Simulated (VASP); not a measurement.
# AlGa3P4 (P-43m) in VASP: single point with PBE

Aim: the single point of AlGa3P4 with PBE.

Program: VASP 6.6.1. These are calculated values, not measurements. Logs are shortened: lines on timing, memory, paths and dates and some standing lists are left out, and cuts for length are marked.

## Step 1: The cell of the first run

Symmetry: P-43m, No. 215, cubic system. Conventional cell: a = 5.507 Å, b = 5.507 Å, c = 5.507 Å, α = 90.00°, β = 90.00°, γ = 90.00°. Al (site symmetry -43m) has 4 P at 2.38 Å within 3.1 Å. Within 3.2 Å of Ga (site symmetry -42m) lie 4 P at 2.39 Å. Within 3.1 Å of P (site symmetry 3m) lie 1 Al at 2.38 Å and 3 Ga at 2.39 Å.

## Step 2: Single point, PBE

Input file POSCAR:

```
AlGa3P4
1.0
    5.5071724909      0.0000000000      0.0000000000
    0.0000000000      5.5071724909      0.0000000000
    0.0000000000      0.0000000000      5.5071724909
Al Ga P
1 3 4
Direct
    0.0000000000      0.0000000000      0.0000000000
    0.5000000000      0.0000000000      0.5000000000
    0.5000000000      0.5000000000      0.0000000000
    0.0000000000      0.5000000000      0.5000000000
    0.7505047992      0.2494952008      0.2494952008
    0.7505047992      0.7505047992      0.7505047992
    0.2494952008      0.2494952008      0.7505047992
    0.2494952008      0.7505047992      0.2494952008
```

Input file INCAR.step1:

```
ALGO = Normal
EDIFF = 1E-7
ENCUT = 520
GGA = PE
ISIF = 2
ISMEAR = 0
LASPH = True
LCHARG = True
LREAL = False
LWAVE = False
NBANDS = 41
NELM = 80
PREC = Accurate
SIGMA = 0.02
```

Input file KPOINTS.step1:

```
k-points
0
Gamma
  6 6 6
```

Input file INCAR.step2:

```
ALGO = Normal
EDIFF = 1E-7
ENCUT = 520
GGA = PE
ICHARG = 11
ISIF = 2
ISMEAR = -5
LASPH = True
LCHARG = False
LORBIT = 10
LREAL = False
LWAVE = False
NBANDS = 41
NEDOS = 2001
NELM = 80
PREC = Accurate
SIGMA = 0.02
```

Input file KPOINTS.step2:

```
k-points
0
Gamma
  9 9 9
```

Potentials or basis: VASP PAW PBE potentials, release 64 (Al, Ga_d, P).

Launch:

```sh
> cat potpaw_PBE.64/Al/POTCAR potpaw_PBE.64/Ga_d/POTCAR potpaw_PBE.64/P/POTCAR > POTCAR
> cp INCAR.step1 INCAR
> cp KPOINTS.step1 KPOINTS
> mpirun -np 1 vasp_std > vasp.out
> cp INCAR.step2 INCAR
> cp KPOINTS.step2 KPOINTS
> mpirun -np 1 vasp_std > vasp.out
```

OUTCAR:

```text
EDIFF = 1E-7
   ENCUT = 520
   GGA = PE
   ICHARG = 11
   ISIF = 2
   ISMEAR = -5
   LASPH = True
   LORBIT = 10
   LREAL = False
   NELM = 80
   PREC = Accurate

 ion  position               nearest neighbor table
   1  0.000  0.000  0.000-   5 2.38   6 2.38   7 2.38   8 2.38
   2  0.500  0.000  0.500-   5 2.39   6 2.39   7 2.39   8 2.39
   3  0.500  0.500  0.000-   5 2.39   6 2.39   7 2.39   8 2.39
   4  0.000  0.500  0.500-   5 2.39   6 2.39   7 2.39   8 2.39
   5  0.751  0.249  0.249-   1 2.38   2 2.39   3 2.39   4 2.39
   6  0.751  0.751  0.751-   1 2.38   2 2.39   3 2.39   4 2.39
   7  0.249  0.249  0.751-   1 2.38   2 2.39   3 2.39   4 2.39
   8  0.249  0.751  0.249-   1 2.38   2 2.39   3 2.39   4 2.39

  LATTYP: Found a simple cubic cell.
 ALAT       =     5.5071724909

  Lattice vectors:

 A1 = (   5.5071724909,   0.0000000000,   0.0000000000)
 A2 = (   0.0000000000,   5.5071724909,   0.0000000000)
 A3 = (   0.0000000000,   0.0000000000,   5.5071724909)

Analysis of symmetry for initial positions (statically):
=====================================================================
 Subroutine PRICEL returns:
 Original cell was already a primitive cell.

 Routine SETGRP: Setting up the symmetry group for a
 simple cubic supercell.

 Subroutine GETGRP returns: Found 24 space group operations
 (whereof 24 operations were pure point group operations)
 out of a pool of 48 trial point group operations.

The static configuration has the point symmetry T_d .

Analysis of symmetry for dynamics (positions and initial velocities):
=====================================================================
 Subroutine PRICEL returns:
 Original cell was already a primitive cell.

 Routine SETGRP: Setting up the symmetry group for a
 simple cubic supercell.

 Subroutine GETGRP returns: Found 24 space group operations
 (whereof 24 operations were pure point group operations)
 out of a pool of 48 trial point group operations.

The dynamic configuration has the point symmetry T_d .

 Subroutine INISYM returns: Found 24 space group operations
 (whereof 24 operations are pure point group operations),
 and found     1 'primitive' translations

----------------------------------------------------------------------------------------

                                     Primitive cell

  volume of cell :     167.0268

  direct lattice vectors                    reciprocal lattice vectors
     5.507172491  0.000000000  0.000000000     0.181581383  0.000000000  0.000000000
     0.000000000  5.507172491  0.000000000     0.000000000  0.181581383  0.000000000
     0.000000000  0.000000000  5.507172491     0.000000000  0.000000000  0.181581383

  length of vectors
     5.507172491  5.507172491  5.507172491     0.181581383  0.181581383  0.181581383

  position of ions in fractional coordinates (direct lattice)
     0.000000000  0.000000000  0.000000000
     0.500000000  0.000000000  0.500000000
     0.500000000  0.500000000  0.000000000
     0.000000000  0.500000000  0.500000000
     0.750504799  0.249495201  0.249495201
     0.750504799  0.750504799  0.750504799
     0.249495201  0.249495201  0.750504799
     0.249495201  0.750504799  0.249495201

  ion indices of the primitive-cell ions
   primitive index   ion index
                 1           1
                 2           2
                 3           3
                 4           4
                 5           5
                 6           6
                 7           7
                 8           8

----------------------------------------------------------------------------------------

 KPOINTS: k-points

Automatic generation of k-mesh.
 Grid dimensions read from file:
 generate k-points for:    9    9    9

 Generating k-lattice:

  Cartesian coordinates                     Fractional coordinates (reciprocal lattice)
     0.020175709  0.000000000  0.000000000     0.111111111  0.000000000  0.000000000
     0.000000000  0.020175709  0.000000000     0.000000000  0.111111111  0.000000000
     0.000000000  0.000000000  0.020175709     0.000000000  0.000000000  0.111111111

  Length of vectors
     0.020175709  0.020175709  0.020175709

  Shift w.r.t. Gamma in fractional coordinates (k-lattice)
     0.000000000  0.000000000  0.000000000

 TETIRR: Found    353 inequivalent tetrahedra from     4374

 Subroutine IBZKPT returns following result:
 ===========================================

 Found     35 irreducible k-points:

 Following reciprocal coordinates:
            Coordinates               Weight
  0.000000  0.000000  0.000000      1.000000
  0.111111  0.000000  0.000000      6.000000
  0.222222  0.000000  0.000000      6.000000
  0.333333  0.000000  0.000000      6.000000
  0.444444  0.000000  0.000000      6.000000
  0.111111  0.111111  0.000000     12.000000
[... 16 lines left out ...]
  0.333333  0.333333  0.111111     24.000000
  0.444444  0.333333  0.111111     48.000000
 [... further k-points ...]
   k-points           NKPTS =     35   k-points in BZ     NKDIM =     35   number of bands    NBANDS=     41
   number of dos      NEDOS =   2001   number of ions     NIONS =      8
   total plane-waves  NPLWV =  74088
   dimension x,y,z NGX =    42 NGY =   42 NGZ =   42
   dimension x,y,z NGXF=    84 NGYF=   84 NGZF=   84
   ions per type =               1   3   4
   NGX,Y,Z   is equivalent  to a cutoff of  12.68, 12.68, 12.68 a.u.
   NGXF,Y,Z  is equivalent  to a cutoff of  25.36, 25.36, 25.36 a.u.
 SYSTEM =  unknown system
   PREC   = accura    normal or accurate (medium, high low for compatibility)
   ISTART =      0    job   : 0-new  1-cont  2-samecut
   ICHARG =     11    charge: 1-file 2-atom 10-const
   ISPIN  =      1    spin polarized calculation?
   LNONCOLLINEAR =      F non collinear calculations
   LSORBIT =      F    spin-orbit coupling
   LASPH  =      T    aspherical Exc in radial PAW
   ENCUT  =  520.0 eV  38.22 Ry    6.18 a.u.  10.24 10.24 10.24*2*pi/ulx,y,z
   NELM   =     80;   NELMIN=  2; NELMDL=  0     # of ELM steps
   EDIFF  = 0.1E-06   stopping-criterion for ELM
   LREAL  =      F    real-space projection
   EDIFFG = 0.1E-05   stopping-criterion for IOM
   NSW    =      0    number of steps for IOM
   IBRION =     -1    ionic relax: 0-MD 1-quasi-New 2-CG
   NFREE  =      0    steps in history (QN), initial steepest desc. (CG)
   ISIF   =      2    stress and relaxation
   ISYM   =      2    0-nonsym 1-usesym 2-fastsym
   POTIM  = 0.5000    time-step for ionic-motion
   TEBEG  =    0.0;   TEEND  =   0.0 temperature during run
   PSTRESS=    0.0 pullay stress
   NELECT =      62.0000    total number of electrons
   NUPDOWN=      -1.0000    fix difference up-down
   EMIN   =  10.00;   EMAX   =-10.00  energy-range for DOS
   EFERMI =   0.00;   METHOD = LEGACY
   ISMEAR =    -5;   SIGMA  =   0.02  broadening in eV -4-tet -1-fermi 0-gaus
   EFERMI_NEDOS =   21; number of points for ismear=-14 and -15
   IALGO  =     38    algorithm
   IMIX   =      4    mixing-type and parameters
     AMIX     =   0.40;   BMIX     =  1.00
     AMIX_MAG =   1.60;   BMIX_MAG =  1.00
  volume/ion in A,a.u.               =      20.88       140.89
  Fermi-wavevector in a.u.,A,eV,Ry     =   1.176549  2.223355 18.834106  1.384268
  Thomas-Fermi vector in A             =   2.312911
   LORBIT       =     10    0 simple, 1 ext, 2 COOP (PROOUT), +10 PAW based schemes
   GGA     = PE    functional components
   LHFCALC =     F    Hartree Fock is set to
   AEXX    =    0.0000 exact exchange contribution
   IVDW    =     0    specifies the selected vdW correction
   LEPSILON=     F    determine dielectric tensor
   LRPA    =     F    only Hartree local field effects (RPA)
 non-spin polarized calculation
 Fermi weights with tetrahedron method with Bloechl corrections
  energy-cutoff  :      520.00
  volume of cell :      167.03
 maximum number of plane-waves:      4536
 NGX is ok and might be reduce to    42

 number of electron      61.9999976 magnetization

 Free energy of the ion-electron system (eV)
  ---------------------------------------------------
  ext. energy  EPLUGINS =         0.00000000
  ---------------------------------------------------
  free energy    TOTEN  =       -37.73873858 eV

  energy without entropy =      -37.73873858  energy(sigma->0) =      -37.73873858

 E-fermi :   4.3289     XC(G=0):  -9.5473

 val. band max:        4.3256010010   @ k =   0.0000   0.0000   0.0000
 cond. band min:       5.9738367104   @ k =   0.1111   0.0000   0.0000
 fundamental gap:      1.6482357094
 Fermi energy:         4.3288906518

 k-point     1 :       0.0000    0.0000    0.0000
  band No.  band energies     occupation
      1     -10.1340      2.00000
      2     -10.1340      2.00000
      3     -10.1340      2.00000
      4     -10.0423      2.00000
      5     -10.0423      2.00000
      6     -10.0423      2.00000
[... 33 lines left out ...]
     40       8.3898      0.00000
     41       8.3898      0.00000

 k-point     2 :       0.1111    0.0000    0.0000
  band No.  band energies     occupation
      1     -10.1327      2.00000
      2     -10.1326      2.00000
      3     -10.1326      2.00000
      4     -10.0447      2.00000
      5     -10.0421      2.00000
      6     -10.0421      2.00000
[... 33 lines left out ...]
     40       8.5835      0.00000
     41       8.5835      0.00000

 k-point     3 :       0.2222    0.0000    0.0000
  band No.  band energies     occupation
      1     -10.1291      2.00000
      2     -10.1289      2.00000
      3     -10.1289      2.00000
      4     -10.0511      2.00000
      5     -10.0413      2.00000
      6     -10.0413      2.00000
[... 33 lines left out ...]
     40       9.0958      0.00000
     41       9.0958      0.00000

 k-point     4 :       0.3333    0.0000    0.0000
  band No.  band energies     occupation
      1     -10.1244      2.00000
      2     -10.1243      2.00000
      3     -10.1243      2.00000
      4     -10.0590      2.00000
      5     -10.0395      2.00000
      6     -10.0395      2.00000
[... 825 lines left out ...]
     40       9.9402      0.00000
     41      10.2496      0.00000

 k-point    23 :       0.3333    0.3333    0.1111
  band No.  band energies     occupation
      1     -10.1284      2.00000
      2     -10.1133      2.00000
      3     -10.1064      2.00000
      4     -10.0780      2.00000
      5     -10.0391      2.00000
      6     -10.0384      2.00000
[... 33 lines left out ...]
     40       9.8000      0.00000
     41       9.8634      0.00000

 k-point    24 :       0.4444    0.3333    0.1111
  band No.  band energies     occupation
      1     -10.1277      2.00000
      2     -10.1094      2.00000
      3     -10.1029      2.00000
      4     -10.0836      2.00000
      5     -10.0388      2.00000
      6     -10.0366      2.00000
[... 33 lines left out ...]
     40       9.8533      0.00000
     41       9.9640      0.00000

 [... further k-points ...]

------------------------ aborting loop because EDIFF is reached ----------------------------------------

  FORCE on cell =-STRESS in cart. coord.  units (eV):
  Direction    XX          YY          ZZ          XY          YZ          ZX
  --------------------------------------------------------------------------------------
  -------------------------------------------------------------------------------------
  Total       -0.2425504     -0.2425504     -0.2425504     -0.0000000      0.0000000      0.0000000
  in kB       -2.3266254     -2.3266254     -2.3266254     -0.0000000      0.0000000      0.0000000
  external PRESSURE =      -2.3266254 kB  Pullay stress =       0.0000000 kB

 VOLUME and BASIS-vectors are now :
 -----------------------------------------------------------------------------
  energy-cutoff  :      520.00
  volume of cell :      167.03
      direct lattice vectors                 reciprocal lattice vectors
     5.507172491  0.000000000  0.000000000     0.181581383  0.000000000  0.000000000
     0.000000000  5.507172491  0.000000000     0.000000000  0.181581383  0.000000000
     0.000000000  0.000000000  5.507172491     0.000000000  0.000000000  0.181581383

 POSITION                                       TOTAL-FORCE (eV/Angst)
 -----------------------------------------------------------------------------------
      0.00000      0.00000      0.00000         0.000000      0.000000      0.000000
      2.75359      0.00000      2.75359         0.000000      0.000000      0.000000
      2.75359      2.75359      0.00000         0.000000      0.000000      0.000000
      0.00000      2.75359      2.75359         0.000000      0.000000      0.000000
      4.13316      1.37401      1.37401         0.002447     -0.002447     -0.002447
      4.13316      4.13316      4.13316         0.002447      0.002447      0.002447
      1.37401      1.37401      4.13316        -0.002447     -0.002447      0.002447
      1.37401      4.13316      1.37401        -0.002447      0.002447     -0.002447
 -----------------------------------------------------------------------------------
    total drift:                               -0.000000     -0.000000     -0.000000

  FREE ENERGIE OF THE ION-ELECTRON SYSTEM (eV)
  ---------------------------------------------------
  free  energy   TOTEN  =       -37.7387385834 eV

  energy  without entropy=      -37.7387385834  energy(sigma->0) =      -37.73873858

 total charge

# of ion       s       p       d       tot
------------------------------------------
    1        0.397   0.381   0.000   0.778
    2        0.859   0.811  10.006  11.675
    3        0.859   0.811  10.006  11.675
    4        0.859   0.811  10.006  11.675
    5        1.020   1.524   0.000   2.543
    6        1.020   1.524   0.000   2.543
    7        1.020   1.524   0.000   2.543
    8        1.020   1.524   0.000   2.543
--------------------------------------------------
tot          7.051   8.907  30.017  45.976
```

Run time: 8 min. Hardware: 1 thread of Intel Xeon 8259CL, shared host; peak memory 0.36 GiB.

Results:

```yaml
Valence_electrons_inside_the_program's_atomic_spheres: Al 0.78; Ga 11.68; P 2.54
```

Levels at points of the mesh, in eV from the valence-band top:
```csv
k point,band 27,band 28,band 29,band 30,band 31,band 32,band 33,band 34,band 35,band 36
"(0.00, 0.00, 0.00)",-2.42,-2.42,0.00,0.00,0.00,1.72,1.72,1.72,1.76,1.76
```
